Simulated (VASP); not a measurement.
# Si4S (Cm) in VASP: a series of runs

Si4S is run at these levels: PBE; tasks: single point.

Everything below comes from runs of VASP 6.6.1. Logs are shortened: lines on timing, memory, paths and dates and some standing lists are left out, and cuts for length are marked.

### Step 1. The cell of the first run

The structure is monoclinic, space group Cm (No. 8). Conventional cell: a = 6.712 Å, b = 3.913 Å, c = 8.184 Å, α = 90.00°, β = 105.24°, γ = 90.00°. Within 2.9 Å of Si (site symmetry m) lie 1 S at 2.19 Å and 3 Si at 2.37 to 2.38 Å. Within 2.9 Å of Si (site symmetry m) lie 1 S at 2.16 Å and 3 Si at 2.37 to 2.38 Å. Within 3.1 Å of Si (site symmetry m) lie 4 Si at 2.37 to 2.38 Å and 1 S at 3.10 Å. Within 3.1 Å of Si (site symmetry m) lie 4 Si at 2.37 to 2.38 Å. S (site symmetry m) has 2 Si at 2.16 to 2.19 Å within 2.9 Å.

### Step 2. Single point, PBE

INCAR reads:

```
PREC = Accurate ; ENCUT = 520
EDIFF = 1E-6 ; ISMEAR = 0
SIGMA = 0.2 ; LREAL = F
LASPH = T ; NELM = 80
ALGO = Normal ; ISIF = 2
LWAVE = F ; LCHARG = T
GGA = PE ; LELF = T
LVHAR = T ; NBANDS = 19
```

KPOINTS reads:

```
regular mesh
0
Gamma
  5 5 2
```

POSCAR reads:

```
Si4S
1.0
    3.3105337942     -1.9565301417      0.5501815363
    3.3105337942      1.9565301417      0.5501815363
    0.8281343402      0.0000000000      8.1422380271
Si S
4 1
Direct
    0.2932406770      0.2932406770      0.5148675491
    0.1219920595      0.1219920595      0.0202084494
    0.7564322215      0.7564322215      0.1170100949
    0.6604574780      0.6604574780      0.4171056577
    0.0778775641      0.0778775641      0.7678082489
```

Potentials or basis: VASP PAW PBE potentials, release 64 (Si, S).

Run with:

```bash
$ cat potpaw_PBE.64/Si/POTCAR potpaw_PBE.64/S/POTCAR > POTCAR
$ mpirun -np 1 vasp_std > vasp.out
```

OUTCAR:

```text
PREC = Accurate
   ENCUT = 520
   EDIFF = 1E-6
   ISMEAR = 0
   LREAL = F
   LASPH = T
   NELM = 80
   ISIF = 2
   GGA = PE

 ion  position               nearest neighbor table
   1  0.293  0.293  0.515-   5 2.19   4 2.37   4 2.37   4 2.38
   2  0.122  0.122  0.020-   5 2.16   3 2.37   3 2.38   3 2.38
   3  0.756  0.756  0.117-   4 2.37   2 2.37   2 2.38   2 2.38
   4  0.660  0.660  0.417-   3 2.37   1 2.37   1 2.37   1 2.38
   5  0.078  0.078  0.768-   2 2.16   1 2.19

  LATTYP: Found a base centered monoclinic cell.
 ALAT       =     6.7118801317
 B/A-ratio  =     0.5830050905
 C/A-ratio  =     1.2193668003
 COS(beta)  =    -0.2629185175

  Lattice vectors:

 A1 = (  -3.3105337942,   1.9565301417,  -0.5501815363)
 A2 = (  -3.3105337942,  -1.9565301417,  -0.5501815363)
 A3 = (   0.8281343402,   0.0000000000,   8.1422380271)

Analysis of symmetry for initial positions (statically):
=====================================================================
 Subroutine PRICEL returns:
 Original cell was already a primitive cell.

 Routine SETGRP: Setting up the symmetry group for a
 base centered monoclinic supercell.

 Subroutine GETGRP returns: Found  2 space group operations
 (whereof  2 operations were pure point group operations)
 out of a pool of  4 trial point group operations.

The static configuration has the point symmetry C_1h.

Analysis of symmetry for dynamics (positions and initial velocities):
=====================================================================
 Subroutine PRICEL returns:
 Original cell was already a primitive cell.

 Routine SETGRP: Setting up the symmetry group for a
 base centered monoclinic supercell.

 Subroutine GETGRP returns: Found  2 space group operations
 (whereof  2 operations were pure point group operations)
 out of a pool of  4 trial point group operations.

The dynamic configuration has the point symmetry C_1h.

 Subroutine INISYM returns: Found  2 space group operations
 (whereof  2 operations are pure point group operations),
 and found     1 'primitive' translations

----------------------------------------------------------------------------------------

                                     Primitive cell

  volume of cell :     103.6943

  direct lattice vectors                    reciprocal lattice vectors
     3.310533794 -1.956530142  0.550181536     0.153629858 -0.255554458 -0.015625453
     3.310533794  1.956530142  0.550181536     0.153629858  0.255554458 -0.015625453
     0.828134340  0.000000000  8.142238027    -0.020761936  0.000000000  0.124928020

  length of vectors
     3.884629187  3.884629187  8.184243800     0.298587289  0.298587289  0.126641494

  position of ions in fractional coordinates (direct lattice)
     0.293240677  0.293240677  0.514867549
     0.121992060  0.121992060  0.020208449
     0.756432221  0.756432221  0.117010095
     0.660457478  0.660457478  0.417105658
     0.077877564  0.077877564  0.767808249

  ion indices of the primitive-cell ions
   primitive index   ion index
                 1           1
                 2           2
                 3           3
                 4           4
                 5           5

----------------------------------------------------------------------------------------

 KPOINTS: regular mesh

Automatic generation of k-mesh.
 Grid dimensions read from file:
 generate k-points for:    5    5    2

 Generating k-lattice:

  Cartesian coordinates                     Fractional coordinates (reciprocal lattice)
     0.030725972 -0.051110892 -0.003125091     0.200000000  0.000000000  0.000000000
     0.030725972  0.051110892 -0.003125091     0.000000000  0.200000000  0.000000000
    -0.010380968  0.000000000  0.062464010     0.000000000  0.000000000  0.500000000

  Length of vectors
     0.059717458  0.059717458  0.063320747

  Shift w.r.t. Gamma in fractional coordinates (k-lattice)
     0.000000000  0.000000000  0.000000000

 Subroutine IBZKPT returns following result:
 ===========================================

 Found     18 irreducible k-points:

 Following reciprocal coordinates:
            Coordinates               Weight
  0.000000  0.000000  0.000000      1.000000
  0.200000 -0.000000 -0.000000      4.000000
  0.400000 -0.000000 -0.000000      4.000000
  0.200000  0.200000 -0.000000      2.000000
  0.400000  0.200000 -0.000000      4.000000
 -0.400000  0.200000  0.000000      4.000000
[... 10 lines left out ...]
  0.400000  0.400000  0.500000      2.000000
 -0.400000  0.400000  0.500000      2.000000
   k-points           NKPTS =     18   k-points in BZ     NKDIM =     18   number of bands    NBANDS=     19
   number of dos      NEDOS =    301   number of ions     NIONS =      5
   total plane-waves  NPLWV =  57600
   dimension x,y,z NGX =    30 NGY =   30 NGZ =   64
   dimension x,y,z NGXF=    60 NGYF=   60 NGZF=  128
   ions per type =               4   1
   NGX,Y,Z   is equivalent  to a cutoff of  12.84, 12.84, 13.00 a.u.
   NGXF,Y,Z  is equivalent  to a cutoff of  25.68, 25.68, 26.00 a.u.
 SYSTEM =  unknown system
   PREC   = accura    normal or accurate (medium, high low for compatibility)
   ISTART =      0    job   : 0-new  1-cont  2-samecut
   ICHARG =      2    charge: 1-file 2-atom 10-const
   ISPIN  =      1    spin polarized calculation?
   LNONCOLLINEAR =      F non collinear calculations
   LSORBIT =      F    spin-orbit coupling
   LASPH  =      T    aspherical Exc in radial PAW
   ENCUT  =  520.0 eV  38.22 Ry    6.18 a.u.   7.22  7.22 15.22*2*pi/ulx,y,z
   NELM   =     80;   NELMIN=  2; NELMDL= -5     # of ELM steps
   EDIFF  = 0.1E-05   stopping-criterion for ELM
   LREAL  =      F    real-space projection
   EDIFFG = 0.1E-04   stopping-criterion for IOM
   NSW    =      0    number of steps for IOM
   IBRION =     -1    ionic relax: 0-MD 1-quasi-New 2-CG
   NFREE  =      0    steps in history (QN), initial steepest desc. (CG)
   ISIF   =      2    stress and relaxation
   ISYM   =      2    0-nonsym 1-usesym 2-fastsym
   POTIM  = 0.5000    time-step for ionic-motion
   TEBEG  =    0.0;   TEEND  =   0.0 temperature during run
   PSTRESS=    0.0 pullay stress
   NELECT =      22.0000    total number of electrons
   NUPDOWN=      -1.0000    fix difference up-down
   EMIN   =  10.00;   EMAX   =-10.00  energy-range for DOS
   EFERMI =   0.00;   METHOD = LEGACY
   ISMEAR =     0;   SIGMA  =   0.20  broadening in eV -4-tet -1-fermi 0-gaus
   EFERMI_NEDOS =   21; number of points for ismear=-14 and -15
   IALGO  =     38    algorithm
   IMIX   =      4    mixing-type and parameters
     AMIX     =   0.40;   BMIX     =  1.00
     AMIX_MAG =   1.60;   BMIX_MAG =  1.00
  volume/ion in A,a.u.               =      20.74       139.95
  Fermi-wavevector in a.u.,A,eV,Ry     =   0.976407  1.845141 12.971391  0.953370
  Thomas-Fermi vector in A             =   2.107023
   LORBIT       =      0    0 simple, 1 ext, 2 COOP (PROOUT), +10 PAW based schemes
   GGA     = PE    functional components
   LHFCALC =     F    Hartree Fock is set to
   AEXX    =    0.0000 exact exchange contribution
   IVDW    =     0    specifies the selected vdW correction
   LEPSILON=     F    determine dielectric tensor
   LRPA    =     F    only Hartree local field effects (RPA)
 non-spin polarized calculation
 Gauss-broadening in eV      SIGMA  =   0.20
  energy-cutoff  :      520.00
  volume of cell :      103.69
 maximum number of plane-waves:      2813
 NGX is ok and might be reduce to    30
   NGX = 15   NGY = 15   NGZ = 31

 number of electron      22.0000000 magnetization

 Free energy of the ion-electron system (eV)
  ---------------------------------------------------
  ext. energy  EPLUGINS =         0.00000000
  ---------------------------------------------------
  free energy    TOTEN  =       -26.05336253 eV

  energy without entropy =      -26.05271620  energy(sigma->0) =      -26.05303936

 E-fermi :   5.6715     XC(G=0):  -9.2646

 val. band max:        5.3845111712   @ k =  -0.0000  -0.0000   0.5000
 cond. band min:       6.0044628492   @ k =   0.4000   0.4000   0.5000
 fundamental gap:      0.6199516780
 Fermi energy:         5.6715477910

 k-point     1 :       0.0000    0.0000    0.0000
  band No.  band energies     occupation
      1      -8.6831      2.00000
      2      -5.5056      2.00000
      3      -5.4474      2.00000
      4       0.1655      2.00000
      5       1.0227      2.00000
      6       3.0873      2.00000
[... 11 lines left out ...]
     18       9.6039      0.00000
     19      10.2748      0.00000

 k-point     2 :       0.2000   -0.0000   -0.0000
  band No.  band energies     occupation
      1      -8.4961      2.00000
      2      -5.3148      2.00000
      3      -4.8561      2.00000
      4      -0.0843      2.00000
      5       0.7019      2.00000
      6       1.7155      2.00000
[... 11 lines left out ...]
     18       9.8711      0.00000
     19      10.4850      0.00000

 k-point     3 :       0.4000   -0.0000   -0.0000
  band No.  band energies     occupation
      1      -8.1617      2.00000
      2      -4.5530      2.00000
      3      -3.5115      2.00000
      4      -1.5930      2.00000
      5      -1.0563      2.00000
      6       0.7190      2.00000
[... 11 lines left out ...]
     18      12.1299      0.00000
     19      12.6937      0.00000

 k-point     4 :       0.2000    0.2000   -0.0000
  band No.  band energies     occupation
      1      -8.4743      2.00000
      2      -5.4678      2.00000
      3      -4.6421      2.00000
      4      -0.3764      2.00000
      5       0.7084      2.00000
      6       2.0038      2.00000
[... 275 lines left out ...]
     18      10.3856      0.00000
     19      10.7888      0.00000

 k-point    17 :       0.4000    0.4000    0.5000
  band No.  band energies     occupation
      1      -8.1042      2.00000
      2      -4.5973      2.00000
      3      -3.3108      2.00000
      4      -1.9333      2.00000
      5      -0.9968      2.00000
      6       0.7970      2.00000
[... 11 lines left out ...]
     18      11.5391      0.00000
     19      12.7366      0.00000

 k-point    18 :      -0.4000    0.4000    0.5000
  band No.  band energies     occupation
      1      -8.0101      2.00000
      2      -3.8874      2.00000
      3      -3.0071      2.00000
      4      -2.2492      2.00000
      5      -1.4967      2.00000
      6       0.7543      2.00000
[... 11 lines left out ...]
     18      12.1040      0.00000
     19      12.4250      0.00000

------------------------ aborting loop because EDIFF is reached ----------------------------------------

  FORCE on cell =-STRESS in cart. coord.  units (eV):
  Direction    XX          YY          ZZ          XY          YZ          ZX
  --------------------------------------------------------------------------------------
  -------------------------------------------------------------------------------------
  Total        0.0015423     -0.0413652      0.0932292      0.0000000      0.0000000      0.1586342
  in kB        0.0238303     -0.6391322      1.4404822      0.0000000      0.0000000      2.4510531
  external PRESSURE =       0.2750601 kB  Pullay stress =       0.0000000 kB

 VOLUME and BASIS-vectors are now :
 -----------------------------------------------------------------------------
  energy-cutoff  :      520.00
  volume of cell :      103.69
      direct lattice vectors                 reciprocal lattice vectors
     3.310533794 -1.956530142  0.550181536     0.153629858 -0.255554458 -0.015625453
     3.310533794  1.956530142  0.550181536     0.153629858  0.255554458 -0.015625453
     0.828134340  0.000000000  8.142238027    -0.020761936  0.000000000  0.124928020

 POSITION                                       TOTAL-FORCE (eV/Angst)
 -----------------------------------------------------------------------------------
      2.36795      0.00000      4.51485        -0.024289      0.000000      0.013469
      0.82445      0.00000      0.29878        -0.011498      0.000000     -0.015239
      5.10529      0.00000      1.78507        -0.003045      0.000000     -0.012694
      4.71835      0.00000      4.12292         0.019479      0.000000      0.001936
      1.15148      0.00000      6.33737         0.019353      0.000000      0.012528
 -----------------------------------------------------------------------------------
    total drift:                               -0.000101     -0.000000     -0.000171

  FREE ENERGIE OF THE ION-ELECTRON SYSTEM (eV)
  ---------------------------------------------------
  free  energy   TOTEN  =       -26.0533625250 eV

  energy  without entropy=      -26.0527162047  energy(sigma->0) =      -26.05303936
```

Run time: 68 s. Hardware: 1 thread of Intel Xeon 8259CL, shared host; peak memory 0.23 GiB.

Results:

| Property | Result |
| --- | --- |
| Free energy | -26.0534 eV |
| Pressure | 0.0 GPa |
| Largest force | 0.028 eV/Å |
| Band gap on the k mesh | 0.62 eV (least direct gap 1.04 eV) |

Forces on the atoms (eV/Å):
```
Si  -0.024  0.000  0.013
Si  -0.011  0.000 -0.015
Si  -0.003  0.000 -0.013
Si   0.019  0.000  0.002
S    0.019  0.000  0.013
```

Caveat: semilocal functionals underestimate gaps, and a narrow one can read as zero. A k mesh can miss the band edges.

### Step 3. Single point, PBE

This run uses another cell than the first one, of 20.78 Å³/atom.

INCAR reads:

```
SYSTEM = Si4S
PREC = Accurate ; ENCUT = 520
EDIFF = 1E-6 ; ISMEAR = 0
SIGMA = 0.02 ; LREAL = .FALSE.
LASPH = .TRUE. ; NELM = 80
ALGO = Normal ; ISIF = 2
LWAVE = .FALSE. ; LCHARG = .FALSE.
GGA = PE ; NBANDS = 19
```

KPOINTS reads:

```
Automatic mesh
0
G
  10 10 6
  0 0 0
```

POSCAR reads:

```
Si4S
1.0
    3.3600133756     -1.9527776034     -0.0155408864
    3.3600133756      1.9527776034     -0.0155408864
   -2.1909676877      0.0000000000      7.9295421988
Si S
4 1
Direct
    0.2933892952      0.2933892952      0.4851032622
    0.1214129150      0.1214129150      0.9801140689
    0.7552546405      0.7552546405      0.8829995413
    0.6612118947      0.6612118947      0.5832661659
    0.0787312548      0.0787312548      0.2315169617
```

Potentials or basis: VASP PAW PBE potentials, release 64 (Si, S).

Run with:

```bash
$ cat potpaw_PBE.64/Si/POTCAR potpaw_PBE.64/S/POTCAR > POTCAR
$ mpirun -np 1 vasp_std > vasp.out
```

OUTCAR:

```text
SYSTEM = Si4S
   PREC = Accurate
   ENCUT = 520
   EDIFF = 1E-6
   ISMEAR = 0
   LREAL = .FALSE.
   LASPH = .TRUE.
   NELM = 80
   ISIF = 2
   GGA = PE

 ion  position               nearest neighbor table
   1  0.293  0.293  0.485-   5 2.19   4 2.38   4 2.38   4 2.38
   2  0.121  0.121  0.980-   5 2.16   3 2.37   3 2.38   3 2.38
   3  0.755  0.755  0.883-   2 2.37   4 2.37   2 2.38   2 2.38
   4  0.661  0.661  0.583-   3 2.37   1 2.38   1 2.38   1 2.38
   5  0.079  0.079  0.232-   2 2.16   1 2.19

  LATTYP: Found a base centered monoclinic cell.
[... 734 lines left out ...]
  -------------------------------------------------------------------------------------
  Total       -0.0731570     -0.0457076     -0.1158974      0.0000000      0.0000000     -0.0132511
  in kB       -1.1278462     -0.7046650     -1.7867660      0.0000000      0.0000000     -0.2042890
  external PRESSURE =      -1.2064257 kB  Pullay stress =       0.0000000 kB

 VOLUME and BASIS-vectors are now :
 -----------------------------------------------------------------------------
  energy-cutoff  :      520.00
  volume of cell :      103.92
      direct lattice vectors                 reciprocal lattice vectors
     3.360013376 -1.952777603 -0.015540886     0.148999349 -0.256045542  0.041169181
     3.360013376  1.952777603 -0.015540886     0.148999349  0.256045542  0.041169181
    -2.190967688  0.000000000  7.929542199     0.000584039  0.000000000  0.126272058

 POSITION                                       TOTAL-FORCE (eV/Angst)
 -----------------------------------------------------------------------------------
      0.90874      0.00000      3.83753        -0.012395      0.000000     -0.019842
     -1.33150      0.00000      7.76808        -0.008352      0.000000      0.015953
      3.14071      0.00000      6.97831         0.000825      0.000000      0.000201
      3.16544      0.00000      4.60448        -0.004903      0.000000     -0.003045
      0.02183      0.00000      1.83338         0.024824      0.000000      0.006733
 -----------------------------------------------------------------------------------
    total drift:                               -0.000126      0.000000      0.000116

  FREE ENERGIE OF THE ION-ELECTRON SYSTEM (eV)
  ---------------------------------------------------
  free  energy   TOTEN  =       -26.0957823050 eV

  energy  without entropy=      -26.0957823050  energy(sigma->0) =      -26.09578231
```

stdout:

```text
POSCAR found type information on POSCAR SiS
 POSCAR found :  2 types and       5 ions
 scaLAPACK will be used
 LDA part: xc-table for (Slater+PW92), standard interpolation
 POSCAR, INCAR and KPOINTS ok, starting setup
 FFT: planning ... GRIDC
 FFT: planning ... GRID_SOFT
 FFT: planning ... GRID
 WAVECAR not read
 entering main loop
```

It took 8.5 min on 1 thread of Intel Xeon 8259CL, shared host; peak memory 0.42 GiB.

What came out:

| Item | Value |
| --- | --- |
| Free energy | -26.0958 eV |
| Pressure | -0.1 GPa |
| Largest force | 0.026 eV/Å |
| Band gap on the k mesh | 0.54 eV (least direct gap 1.05 eV) |

Forces on the atoms (eV/Å):
```
Si  -0.012  0.000 -0.020
Si  -0.008  0.000  0.016
Si   0.001  0.000  0.000
Si  -0.005  0.000 -0.003
S    0.025  0.000  0.007
```

Levels at points of the mesh, in eV from the valence-band top:
| k point | band 7 | band 8 | band 9 | band 10 | band 11 | band 12 | band 13 | band 14 | band 15 | band 16 |
| --- | --- | --- | --- | --- | --- | --- | --- | --- | --- | --- |
| (0.00, 0.00, 0.00) | -2.12 | -1.24 | -0.82 | -0.66 | -0.52 | 1.25 | 1.95 | 2.39 | 2.83 | 2.85 |
| (0.50, 0.00, 0.00) | -3.78 | -2.99 | -2.42 | -1.62 | -1.28 | 0.79 | 0.85 | 1.81 | 2.45 | 3.55 |
| (0.50, 0.50, 0.00) | -3.78 | -3.42 | -2.57 | -2.05 | -1.17 | 0.68 | 1.77 | 2.01 | 3.42 | 3.83 |
| (0.00, 0.00, 0.50) | -2.06 | -1.24 | -0.88 | -0.68 | 0.00 | 1.06 | 1.31 | 2.40 | 2.70 | 2.77 |
| (0.50, 0.00, 0.50) | -3.44 | -3.03 | -2.88 | -2.11 | -1.85 | 1.06 | 1.34 | 2.82 | 3.40 | 3.81 |
| (0.50, 0.50, 0.50) | -3.54 | -3.09 | -2.83 | -2.00 | -0.45 | 0.60 | 0.71 | 1.48 | 2.47 | 3.88 |

Caveat: semilocal functionals underestimate gaps, and a narrow one can read as zero. A k mesh can miss the band edges.
